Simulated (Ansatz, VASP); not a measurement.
## Two plane-wave programs on Ta

INCAR

```
SYSTEM = Ta
PREC     = Accurate       ! precision mode
ENCUT    = 600            ! plane-wave cutoff, eV
EDIFF    = 1E-6           ! SCF threshold, eV
ISMEAR   = -1             ! smearing method
SIGMA    = 0.05           ! smearing width, eV
LREAL    = .False.        ! projectors in reciprocal space
LASPH    = .True.         ! aspherical terms in the spheres
NELM     = 80             ! most SCF steps
ALGO     = Normal         ! electronic algorithm
ISIF     = 3              ! what is computed and relaxed
LWAVE    = .False.        ! write WAVECAR
LCHARG   = .False.        ! write CHGCAR
GGA      = CA             ! functional
IBRION   = 2              ! ionic algorithm
NSW      = 60             ! ionic steps
EDIFFG   = -0.005         ! ionic threshold
```

File KPOINTS:

```
regular mesh
0
Gamma
  16 16 16
  0 0 0
```

The input POSCAR:

```
Ta
1.0
   -1.6276760640      1.6276760640      1.6276760640
    1.6276760640     -1.6276760640      1.6276760640
    1.6276760640      1.6276760640     -1.6276760640
Ta
1
Direct
    0.0000000000      0.0000000000      0.0000000000
```

Input for Ansatz:

```yaml
crystal:
  lattice:
    - [-1.627676064, 1.627676064, 1.627676064]
    - [1.627676064, -1.627676064, 1.627676064]
    - [1.627676064, 1.627676064, -1.627676064]
  atoms:
    - { symbol: Ta, position: [0.0, 0.0, 0.0] }
kpoints:
  mp_grid: { grid: [16, 16, 16] }
scf:
  occupations: { method: fermi_dirac, width: 0.05 }
hamiltonian:
  xc: lda
  pseudopotentials: { kind: paw }
output:
  forces: true
  stress: true
relax:
  f_tol: 0.005
  max_steps: 40
  cell: {}
```

Alike in both runs: task relaxation of cell and atoms; functional LDA; k mesh 16 × 16 × 16; occupations fermi-dirac, width 0.05 eV; no spin polarisation.

|  | VASP | Ansatz |
| --- | --- | --- |
| version | VASP 6.6.1 | Ansatz 0.2.0 |
| potentials or method | VASP PAW LDA potentials, release 64 (Ta_pv) | PAW with Ansatz's default frozen-core files, scalar-relativistic |
| plane-wave cutoff (eV) | 600 | 420 |
| valence electrons in the cell | 11 | 13 |

|  | VASP | Ansatz | Ansatz less VASP |
| --- | --- | --- | --- |
| relaxed volume (Å³/atom) | 17.28 | 17.21 | -0.067 |
| relaxed cell length with the largest relative difference (Å) | 2.821 | 2.817 | -0.0036 |

LDA's correlation is that of Perdew and Zunger in VASP and of Perdew and Wang (1992) in Ansatz. VASP's potentials hold 11 valence electrons a cell and Ansatz's 13, so a difference there can come from the potentials and not from the codes.

Spin-orbit coupling is off throughout.
